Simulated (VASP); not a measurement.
A run of VASP 6.6.1 is set up as follows.

INCAR

```
SYSTEM = TiC
ALGO     = Normal         ! electronic algorithm
EDIFF    = 1E-7           ! SCF threshold, eV
ENCUT    = 520            ! plane-wave cutoff, eV
GGA      = PE             ! functional
ISIF     = 2              ! what is computed and relaxed
ISMEAR   = -1             ! smearing method
LASPH    = .TRUE.         ! aspherical terms in the spheres
LCHARG   = .FALSE.        ! write CHGCAR
LREAL    = .FALSE.        ! projectors in reciprocal space
LWAVE    = .FALSE.        ! write WAVECAR
NBANDS   = 15             ! bands
NELM     = 80             ! most SCF steps
PREC     = Accurate       ! precision mode
SIGMA    = 0.03           ! smearing width, eV
```

File KPOINTS:

```
k-points
0
G
  16 16 16
  0 0 0
```

File POSCAR:

```
TiC
1.0
    0.0000000000      2.1423600000      2.1640000000
    2.1423600000      0.0000000000      2.1640000000
    2.1423600000      2.1423600000      0.0000000000
Ti C
1 1
Direct
    0.0000000000      0.0000000000      0.0000000000
    0.5000000000      0.5000000000      0.5000000000
```

Potentials or basis: VASP PAW PBE potentials, release 64 (Ti_sv, C).

Launch:

```sh
$ cat potpaw_PBE.64/Ti_sv/POTCAR potpaw_PBE.64/C/POTCAR > POTCAR
$ mpirun -np 1 vasp_std > vasp.out
```

Problem. Predict the pressure.

Solution. 6.4 GPa.

Problem. What does it give for the band gap on the k mesh?

Solution. Zero (band 8 reaches 10.41 eV, above the bottom of band 9 at 9.24 eV).

Stress tensor (GPa, compression positive):
```
7.78 0.00 0.00
0.00 7.78 0.00
0.00 0.00 3.68
```

Caveat: the cell differs from its parent crystal (x and y stretched by -1 %, z held).
